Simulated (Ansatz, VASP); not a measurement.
GdSn: VASP beside Ansatz

Contents of INCAR:

```
  ALGO = Normal
  EDIFF = 1E-6
  ENCUT = 520
  GGA = PE
  ISIF = 2
  ISMEAR = 0
  ISPIN = 2
  LASPH = True
  LCHARG = True
  LDAU = True
  LDAUJ = 0 0
  LDAUL = 3 -1
  LDAUPRINT = 1
  LDAUTYPE = 2
  LDAUU = 6 0
  LELF = True
  LMAXMIX = 6
  LORBIT = 11
  LREAL = False
  LVHAR = True
  LWAVE = False
  MAGMOM = 8.03 -0.01
  NBANDS = 27
  NELM = 150
  PREC = Accurate
  SIGMA = 0.05
```

File KPOINTS:

```
k-points
0
Gamma
  8 8 8
```

File POSCAR:

```
GdSn
1.0
    3.7729757662      0.0000000000      0.0000000000
    0.0000000000      3.7729757662      0.0000000000
    0.0000000000      0.0000000000      3.7729757662
Gd Sn
1 1
Direct
    0.0000000000      0.0000000000      0.0000000000
    0.5000000000      0.5000000000      0.5000000000
```

Input for Ansatz:

```yaml
crystal:
  lattice:
    - [3.7729757662, 0.0, 0.0]
    - [0.0, 3.7729757662, 0.0]
    - [0.0, 0.0, 3.7729757662]
  atoms:
    - { symbol: Gd, position: [0.0, 0.0, 0.0], spin: 8.03 }
    - { symbol: Sn, position: [0.5, 0.5, 0.5] }
basis:
  ecutwfc: 420
  ecutrho_ratio: 4
kpoints:
  mp_grid: { grid: [8, 8, 8] }
hamiltonian:
  xc: pbe
  hubbard:
    sites:
      - { species: Gd, l: f, u_eff: 6.0, starting_ns: start.occupation_matrices }
    ns_hold: { iters: 6 }
scf:
  occupations: { method: gaussian, width: 0.05 }
  lower_state_search: "off"
output:
  forces: true
  stress: true
  eigenvalues: true
  populations: true
  hubbard: { sites: [{ species: Gd, l: f }] }
magnetization:
  spin_polarized: true
```

Alike in both runs: task single point; functional PBE; k mesh 8 × 8 × 8; occupations gaussian, width 0.05 eV; collinear spin; Hubbard terms Gd f U = 6.0 eV.

|  | VASP | Ansatz |
| --- | --- | --- |
| version | VASP 6.6.1 | Ansatz 0.2.0 |
| potentials or method | VASP PAW PBE potentials, release 64 (Gd, Sn_d), cutoff 520 eV | scalar-relativistic, plane waves, PAW |
| valence electrons in the cell | 32 | 32 |

```csv
,VASP,Ansatz,Ansatz less VASP
gap on the k mesh at the Fermi level (eV),none,none,-
pressure (GPa),2.7,2.6,-0.13
net moment per atom (μB),3.75,3.77,+0.024
size of the moment on the site where the two differ most (μB),7.03,7.30,+0.267
```

Site moments also hang on the region over which each program counts them. The programs project onto different local orbitals, so the same U acts differently, and such runs can settle in different states. A gap of «none» marks a metal or a gap that the smearing closes. Ansatz's warnings: filled band counts differ across k points.

Spin-orbit coupling is off throughout.
